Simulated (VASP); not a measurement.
# MnO in VASP: further runs

Aim: see how the results for MnO move with the level of theory and the settings. Levels: PBE, HF. Tasks: single point.

Everything below comes from runs of VASP 6.6.1. Logs are shortened: lines on timing, memory, paths and dates and some standing lists are left out, and cuts for length are marked.

### Step 1. The cell of the first run

The typed cell holds 2 atoms: a = 2.969 Å, b = 2.969 Å, c = 2.898 Å, α = 90.00°, β = 90.00°, γ = 120.00°.

### Step 2. Single point, PBE, collinear spin, ferromagnetic start (atoms moved at random)

INCAR reads:

```
PREC     = Accurate       # precision mode
ENCUT    = 520            # plane-wave cutoff, eV
EDIFF    = 1E-6           # SCF threshold, eV
ISMEAR   = -1             # smearing method
SIGMA    = 0.05           # smearing width, eV
LREAL    = F              # projectors in reciprocal space
LASPH    = T              # aspherical terms in the spheres
NELM     = 150            # most SCF steps
ALGO     = Normal         # electronic algorithm
ISIF     = 2              # what is computed and relaxed
LWAVE    = F              # write WAVECAR
LCHARG   = F              # write CHGCAR
ISPIN    = 2              # spin polarisation
MAGMOM   = 4 0            # initial moments
LORBIT   = 11             # projections on sites
LMAXMIX  = 4              # l up to which the mixer works
GGA      = PE             # functional
NBANDS   = 20             # bands
```

KPOINTS reads:

```
Automatic mesh
0
Gamma
  10 10 9
```

POSCAR reads:

```
MnO
1.0
    2.9694859100      0.0000000000      0.0000000000
   -1.4847429600      2.5716502300      0.0000000000
    0.0000000000      0.0000000000      2.8980711300
Mn O
1 1
Direct
    0.0113330000      0.0043950000     -0.0182530000
    0.6462350000      0.3280820000      0.5072700000
```

Potentials or basis: VASP PAW PBE potentials, release 64 (Mn_pv, O).

The run is started by

```console
$ cat potpaw_PBE.64/Mn_pv/POTCAR potpaw_PBE.64/O/POTCAR > POTCAR
$ mpirun -np 1 vasp_std > vasp.out
```

OUTCAR:

```text
PREC = Accurate
   ENCUT = 520
   EDIFF = 1E-6
   ISMEAR = -1
   LREAL = F
   LASPH = T
   NELM = 150
   ISIF = 2
   ISPIN = 2
   LORBIT = 11
   GGA = PE

 ion  position               nearest neighbor table
   1  0.011  0.004  0.982-   2 2.13   2 2.22   2 2.23   2 2.24   2 2.31   2 2.34
   2  0.646  0.328  0.507-   1 2.13   1 2.22   1 2.23   1 2.24   1 2.31   1 2.34

  LATTYP: Found a hexagonal cell.
 ALAT       =     2.9694859100
 C/A-ratio  =     0.9759504567

  Lattice vectors:

 A1 = (   2.9694859100,   0.0000000000,   0.0000000000)
 A2 = (  -1.4847429600,   2.5716502300,   0.0000000000)
 A3 = (   0.0000000000,   0.0000000000,   2.8980711300)

Analysis of symmetry for initial positions (statically):
=====================================================================
 Subroutine PRICEL returns:
 Original cell was already a primitive cell.

 Routine SETGRP: Setting up the symmetry group for a
 hexagonal supercell.

 Subroutine GETGRP returns: Found  1 space group operations
 (whereof  1 operations were pure point group operations)
 out of a pool of 24 trial point group operations.

The static configuration has the point symmetry C_1 .

Analysis of symmetry for dynamics (positions and initial velocities):
=====================================================================
 Subroutine PRICEL returns:
 Original cell was already a primitive cell.

 Routine SETGRP: Setting up the symmetry group for a
 hexagonal supercell.

 Subroutine GETGRP returns: Found  1 space group operations
 (whereof  1 operations were pure point group operations)
 out of a pool of 24 trial point group operations.

The dynamic configuration has the point symmetry C_1 .

Analysis of structural, dynamic, and magnetic symmetry:
=====================================================================
 Subroutine PRICEL returns:
 Original cell was already a primitive cell.

 Routine SETGRP: Setting up the symmetry group for a
 hexagonal supercell.

 Subroutine GETGRP returns: Found  1 space group operations
 (whereof  1 operations were pure point group operations)
 out of a pool of 24 trial point group operations.

The overall configuration has the point symmetry C_1 .

 Subroutine INISYM returns: Found  1 space group operations
 (whereof  1 operations are pure point group operations),
 and found     1 'primitive' translations

----------------------------------------------------------------------------------------

[... 113 lines left out ...]
  volume/ion in A,a.u.               =      11.07        74.67
  Fermi-wavevector in a.u.,A,eV,Ry     =   1.555937  2.940294 32.938881  2.420939
  Thomas-Fermi vector in A             =   2.659805
   LORBIT       =     11    0 simple, 1 ext, 2 COOP (PROOUT), +10 PAW based schemes
   GGA     = PE    functional components
   LHFCALC =     F    Hartree Fock is set to
   AEXX    =    0.0000 exact exchange contribution
   IVDW    =     0    specifies the selected vdW correction
   LEPSILON=     F    determine dielectric tensor
   LRPA    =     F    only Hartree local field effects (RPA)
 spin polarized calculation
  energy-cutoff  :      520.00
  volume of cell :       22.13
 maximum number of plane-waves:       617
 NGX is ok and might be reduce to    24
   NGX = 11   NGY = 11   NGZ = 11

 number of electron      19.0000001 magnetization       4.7548828

 Free energy of the ion-electron system (eV)
  ---------------------------------------------------
  ext. energy  EPLUGINS =         0.00000000
  ---------------------------------------------------
  free energy    TOTEN  =       -15.96700065 eV

  energy without entropy =      -15.95741361  energy(sigma->0) =      -15.96220713

 E-fermi :   7.0638     XC(G=0): -11.8215

 val. band max:        7.0634042500   @ k =   0.1000   0.4000   0.0000
 cond. band min:       7.0663957707   @ k =   0.0000   0.2000   0.1111
 fundamental gap:      0.0029915207
 Fermi energy:         7.0638181246

 spin component 1

 k-point     1 :       0.0000    0.0000    0.0000
  band No.  band energies     occupation
      1     -43.2619      1.00000
      2     -43.2448      1.00000
      3     -43.0775      1.00000
      4     -12.6975      1.00000
      5       2.3479      1.00000
      6       2.3903      1.00000
[... 541 lines left out ...]
     19      29.5442      0.00000
     20      31.6720      0.00000

 [... further k-points ...]

 spin component 2

 k-point     1 :       0.0000    0.0000    0.0000
  band No.  band energies     occupation
      1     -38.6407      1.00000
      2     -38.6303      1.00000
      3     -38.5228      1.00000
      4     -12.2660      1.00000
      5       3.7602      1.00000
      6       3.7750      1.00000
[... 541 lines left out ...]
     19      30.9814      0.00000
     20      32.9257      0.00000

 [... further k-points ...]

------------------------ aborting loop because EDIFF is reached ----------------------------------------

  FORCE on cell =-STRESS in cart. coord.  units (eV):
  Direction    XX          YY          ZZ          XY          YZ          ZX
  --------------------------------------------------------------------------------------
  -------------------------------------------------------------------------------------
  Total        0.7230923      0.6627374     -1.4808820      0.0518564     -0.0316675     -0.0820038
  in kB       52.3482459     47.9788539   -107.2084022      3.7541397     -2.2925648     -5.9366621
  external PRESSURE =      -2.2937674 kB  Pullay stress =       0.0000000 kB

 VOLUME and BASIS-vectors are now :
 -----------------------------------------------------------------------------
  energy-cutoff  :      520.00
  volume of cell :       22.13
      direct lattice vectors                 reciprocal lattice vectors
     2.969485910  0.000000000  0.000000000     0.336758628  0.194427685  0.000000000
    -1.484742960  2.571650230  0.000000000     0.000000000  0.388855369  0.000000000
     0.000000000  0.000000000  2.898071130     0.000000000  0.000000000  0.345057093

 POSITION                                       TOTAL-FORCE (eV/Angst)
 -----------------------------------------------------------------------------------
      0.02713      0.01130      2.84517        -0.173850     -0.078180      0.193289
      1.43187      0.84371      1.47010         0.173850      0.078180     -0.193289
 -----------------------------------------------------------------------------------
    total drift:                                0.000134      0.000245      0.000738

  FREE ENERGIE OF THE ION-ELECTRON SYSTEM (eV)
  ---------------------------------------------------
  free  energy   TOTEN  =       -15.9670006525 eV

  energy  without entropy=      -15.9574136121  energy(sigma->0) =      -15.96220713

 total charge

# of ion       s       p       d       tot
------------------------------------------
    1        0.212   6.186   4.962  11.359
    2        1.563   3.400   0.000   4.963
--------------------------------------------------
tot          1.774   9.586   4.962  16.323

 magnetization (x)

# of ion       s       p       d       tot
------------------------------------------
    1        0.032   0.038   4.211   4.281
    2        0.026   0.175   0.000   0.201
--------------------------------------------------
tot          0.058   0.214   4.211   4.482
```

OSZICAR:

```text
N       E                     dE             d eps       ncg     rms          rms(c)
DAV:   1     0.168398496405E+03    0.16840E+03   -0.10204E+04 36256   0.114E+03
DAV:   2    -0.101183603992E+02   -0.17852E+03   -0.16668E+03 36980   0.326E+02
DAV:   3    -0.184749759372E+02   -0.83566E+01   -0.82512E+01 41224   0.760E+01
DAV:   4    -0.185364849934E+02   -0.61509E-01   -0.61497E-01 40232   0.676E+00
DAV:   5    -0.185370319003E+02   -0.54691E-03   -0.54690E-03 40872   0.636E-01    0.137E+01
DAV:   6    -0.164876493589E+02    0.20494E+01   -0.10082E+01 47968   0.368E+01    0.128E+01
DAV:   7    -0.159834816660E+02    0.50417E+00   -0.18023E+00 41844   0.206E+01    0.741E+00
DAV:   8    -0.159890798111E+02   -0.55981E-02   -0.19623E-01 39868   0.350E+00    0.487E+00
DAV:   9    -0.159440694594E+02    0.45010E-01   -0.14058E-01 40492   0.432E+00    0.271E+00
DAV:  10    -0.159674700068E+02   -0.23401E-01   -0.40358E-02 37668   0.240E+00    0.872E-01
DAV:  11    -0.159665828965E+02    0.88711E-03   -0.10184E-02 39336   0.814E-01    0.324E-01
DAV:  12    -0.159669874603E+02   -0.40456E-03   -0.20878E-03 40648   0.392E-01    0.892E-02
DAV:  13    -0.159669929451E+02   -0.54849E-05   -0.16504E-04 39944   0.101E-01    0.483E-02
DAV:  14    -0.159670021074E+02   -0.91623E-05   -0.64693E-05 40428   0.647E-02    0.259E-02
DAV:  15    -0.159670007984E+02    0.13091E-05   -0.44250E-06 38768   0.195E-02    0.813E-03
DAV:  16    -0.159670006525E+02    0.14586E-06   -0.12340E-06 30532   0.106E-02
   1 F= -.15967001E+02 E0= -.15962207E+02  d E =-.958704E-02  mag=     4.7552
```

stdout:

```text
POSCAR found type information on POSCAR MnO
 POSCAR found :  2 types and       2 ions
 scaLAPACK will be used
 LDA part: xc-table for (Slater+PW92), standard interpolation
 POSCAR, INCAR and KPOINTS ok, starting setup
 FFT: planning ... GRIDC
 FFT: planning ... GRID_SOFT
 FFT: planning ... GRID
 WAVECAR not read
 entering main loop
```

Run time: 9 min. Hardware: 1 thread of Intel Xeon 8259CL, shared host; peak memory 0.39 GiB.

What came out:

- Free energy: -15.9670 eV
- Pressure: -0.2 GPa
- Largest force: 0.271 eV/Å
- Net moment: 4.75 μB per cell
- Site moments: Mn +4.28; O +0.20 μB
- Valence electrons inside the program's atomic spheres: Mn 11.36; O 4.96

Forces in eV/Å, atoms in the order of the input:
```
Mn  -0.174 -0.078  0.193
O    0.174  0.078 -0.193
```

Caveat: the cell differs from its parent crystal (atoms moved at random); a cell with one magnetic atom can't hold antiferromagnetic order, which such compounds often take; semilocal functionals often make such compounds metallic where correlation or magnetic order opens a gap, which also shifts bond lengths.

### Step 3. Single point, HF, collinear spin, ferromagnetic start

This run uses another cell than the first one, of 11.63 Å³/atom.

POSCAR reads:

```
MnO
1.0
    3.0871563268      0.0000000030      0.0000000000
   -1.5435781660      2.6735558029      0.0000000000
    0.0000000000      0.0000000000      2.8189165036
Mn O
1 1
Direct
    0.0000000000      0.0000000000      0.0000000000
    0.6666666667      0.3333333333      0.5000000000
```

INCAR.step1 reads:

```
PREC = Accurate
ENCUT = 520
EDIFF = 1E-5
ISMEAR = -1
SIGMA = 0.05
LREAL = False
LASPH = True
NELM = 150
ALGO = Normal
ISIF = 2
LWAVE = True
ISPIN = 2
MAGMOM = 4 0
LORBIT = 11
LMAXMIX = 4
NBANDS = 20
GGA = PE
```

INCAR.step2 reads:

```
PREC = Accurate
ENCUT = 520
EDIFF = 1E-6
ISMEAR = -1
SIGMA = 0.05
LREAL = False
LASPH = True
NELM = 150
ALGO = Normal
ISIF = 2
LWAVE = False
LCHARG = True
ISPIN = 2
MAGMOM = 4 0
LORBIT = 11
LMAXMIX = 4
GGA = PE
LHFCALC = True
AEXX = 1.0
ALDAC = 0.0
AGGAC = 0.0
PRECFOCK = Normal
LELF = True
LVHAR = True
NBANDS = 20
ISTART = 1
```

KPOINTS reads:

```
Automatic mesh
0
Gamma
  5 5 5
```

Potentials or basis: VASP PAW PBE potentials, release 64 (Mn_pv, O).

The run is started by

```console
$ cat potpaw_PBE.64/Mn_pv/POTCAR potpaw_PBE.64/O/POTCAR > POTCAR
$ cp INCAR.step1 INCAR
$ mpirun -np 1 vasp_std > vasp.out
$ cp INCAR.step2 INCAR
$ mpirun -np 1 vasp_std > vasp.out
```

It took 61 min on 1 thread of Intel Xeon Platinum 8259CL at 2.50GHz (Skylake/Cascade Lake), shared host; peak memory 0.16 GiB.

Results (log left out):

```
Free energy                                           : -51.9438 eV
Pressure                                              : 0.9 GPa
Band gap on the k mesh                                : 10.14 eV (least direct gap 10.95 eV)
Net moment                                            : 5.00 μB per cell
Site moments                                          : Mn +4.73; O +0.11 μB
Valence electrons inside the program's atomic spheres : Mn 11.24; O 5.14
```

Stress tensor (GPa, compression positive):
```
0.80 0.00 0.00
0.00 0.80 0.00
0.00 0.00 1.08
```

Levels at points of the mesh, in eV from the valence-band top:
Spin up:
```csv
k point,band 10,band 11,band 12,band 13,band 14,band 15
"(0.00, 0.00, 0.00)",-1.95,-0.81,-0.81,10.14,25.20,25.63
```
Spin down:
```
           k point  band 5  band 6  band 7  band 8  band 9  band 10
(0.00, 0.00, 0.00)   -1.69   -1.69   -1.23   11.63   15.14    19.31
```

Caveat: the k points lie up to 0.47 Å⁻¹ apart; the PAW data sets were made with another functional, which shifts forces and pressure a little; an odd mesh through Γ misses points on the zone boundary, where band edges can lie; a cell with one magnetic atom can't hold antiferromagnetic order, which such compounds often take.
